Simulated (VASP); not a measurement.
Set up this calculation in VASP 6.6.1, as the native input.

| Item | Value |
| --- | --- |
| Task | single point |
| Functional | r2SCAN |
| Potentials or basis | VASP PAW PBE potentials, release 64 (Li_sv, Se) |
| Cutoff | 830 eV |
| k mesh | 8 × 8 × 8 |
| Occupations | gaussian, width 0.02 eV |
| Spin | no spin polarisation |
| Dipole correction | no |
| Further INCAR settings | ALGO = Normal; EDIFF = 1e-06; NBANDS = 13 |

Crystal: Li2Se.

```
Li Se
1.0
     0.00000    3.02305    3.02305
     3.02305    0.00000    3.02305
     3.02305    3.02305    0.00000
Li Se
2 1
Cartesian
  1.5115 1.5115 1.5115
  4.5346 4.5346 4.5346
  0.0000 0.0000 0.0000
```

One way to write it, as run:

POSCAR

```
Li2Se
1.0
    0.0000000000      3.0230486611      3.0230486611
    3.0230486611      0.0000000000      3.0230486611
    3.0230486611      3.0230486611      0.0000000000
Li Se
2 1
Direct
    0.2500000000      0.2500000000      0.2500000000
    0.7500000000      0.7500000000      0.7500000000
    0.0000000000      0.0000000000      0.0000000000
```

INCAR.step1

```
SYSTEM = Li2Se
PREC     = Accurate       ! precision mode
ENCUT    = 830            ! plane-wave cutoff, eV
ISMEAR   = 0              ! smearing method
SIGMA    = 0.02           ! smearing width, eV
LREAL    = .False.        ! projectors in reciprocal space
LASPH    = .True.         ! aspherical terms in the spheres
NELM     = 120            ! most SCF steps
NBANDS   = 13             ! bands
GGA      = PE             ! functional
ALGO     = Normal         ! electronic algorithm
EDIFF    = 1E-5           ! SCF threshold, eV
LWAVE    = .True.         ! write WAVECAR
LCHARG   = .False.        ! write CHGCAR
GGA_COMPAT= .False.
```

INCAR.step2

```
SYSTEM = Li2Se
PREC     = Accurate       ! precision mode
ENCUT    = 830            ! plane-wave cutoff, eV
EDIFF    = 1E-6           ! SCF threshold, eV
ISMEAR   = 0              ! smearing method
SIGMA    = 0.02           ! smearing width, eV
LREAL    = .False.        ! projectors in reciprocal space
LASPH    = .True.         ! aspherical terms in the spheres
NELM     = 120            ! most SCF steps
ALGO     = Normal         ! electronic algorithm
ISIF     = 2              ! what is computed and relaxed
LWAVE    = .False.        ! write WAVECAR
LCHARG   = .False.        ! write CHGCAR
METAGGA  = R2SCAN         ! meta-GGA
LMIXTAU  = .True.       
NBANDS   = 13             ! bands
ISTART   = 1            
GGA_COMPAT= .False.
```

KPOINTS

```
Automatic mesh
0
Gamma
  8 8 8
  0 0 0
```

Potentials or basis: VASP PAW PBE potentials, release 64 (Li_sv, Se).

Launch:

```console
$ cat potpaw_PBE.64/Li_sv/POTCAR potpaw_PBE.64/Se/POTCAR > POTCAR
$ cp INCAR.step1 INCAR
$ mpirun -np 1 vasp_std > vasp.out
$ cp INCAR.step2 INCAR
$ mpirun -np 1 vasp_std > vasp.out
```

Results of the run:

The pressure is -1.2 GPa and the band gap on the k mesh is 3.48 eV (least direct gap 4.04 eV).

Caveat: the PAW data sets were made with another functional, which shifts forces and pressure a little.

Run time: 5.2 min on 1 thread of Intel Xeon 8259CL, with other jobs on the host, peak memory 0.27 GiB.
